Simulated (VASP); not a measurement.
Input of a VASP 6.6.1 run:

The input POSCAR:

```
CdSe
1.0
    0.0773857186      3.0838110647      3.0838110647
    3.0838110647      0.0773857186      3.0838110647
    3.0838110647      3.0838110647      0.0773857186
Cd Se
1 1
Direct
    0.0027670924      0.0027670924      0.0027670924
    0.2472329076      0.2472329076      0.2472329076
```

Contents of INCAR.step1:

```
SYSTEM = CdSe
PREC = Accurate
ENCUT = 500
EDIFF = 1E-8
ISMEAR = 0
SIGMA = 0.01
LREAL = .FALSE.
LASPH = .TRUE.
NELM = 100
ALGO = Normal
LWAVE = .TRUE.
LCHARG = .FALSE.
GGA = PE
```

Contents of INCAR.step2:

```
SYSTEM = CdSe
PREC = Accurate
ENCUT = 500
EDIFF = 1E-8
ISMEAR = 0
SIGMA = 0.01
LREAL = .FALSE.
LASPH = .TRUE.
NELM = 1
ALGO = Exact
LWAVE = .TRUE.
LCHARG = .FALSE.
GGA = PE
NBANDS = 244
LOPTICS = .TRUE.
ISTART = 1
```

The input INCAR.step3:

```
SYSTEM = CdSe
PREC = Accurate
ENCUT = 500
EDIFF = 1E-8
ISMEAR = 0
SIGMA = 0.01
LREAL = .FALSE.
LASPH = .TRUE.
ALGO = EVGW0
LWAVE = .FALSE.
LCHARG = .FALSE.
GGA = PE
NELMGW = 1
NBANDS = 244
ENCUTGW = 150.0
NOMEGA = 96
PRECFOCK = Fast
ISTART = 1
NBANDSGW = 17
OMEGAMAX = 20
```

KPOINTS

```
regular mesh
0
G
  4 4 4
  0 0 0
```

Potentials or basis: VASP PAW PBE potentials, release 64 (Cd_GW, Se_GW).

Command:

```console
$ cat potpaw_PBE.64/Cd_GW/POTCAR potpaw_PBE.64/Se_GW/POTCAR > POTCAR
$ cp INCAR.step1 INCAR
$ mpirun -np 1 vasp_std > vasp.out
$ cp INCAR.step2 INCAR
$ mpirun -np 1 vasp_std > vasp.out
$ cp INCAR.step3 INCAR
$ mpirun -np 1 vasp_std > vasp.out
```

(1) What does it give for the quasiparticle gap?

(2) What does it give for the least direct quasiparticle gap?

(3) What does it give for the least direct gap of the starting levels on the mesh?

(4) Estimate the band gap of the starting levels on the mesh.

Answers

(1) 1.17 eV.

(2) 1.17 eV.

(3) 0.50 eV.

(4) 0.50 eV.

Caveat: the k points lie up to 0.45 Å⁻¹ apart; bands, screening cutoff and mesh are small and nothing is extrapolated, so the quasiparticle values aren't converged; the structure was generated, so it needn't be the stable form of CdSe.
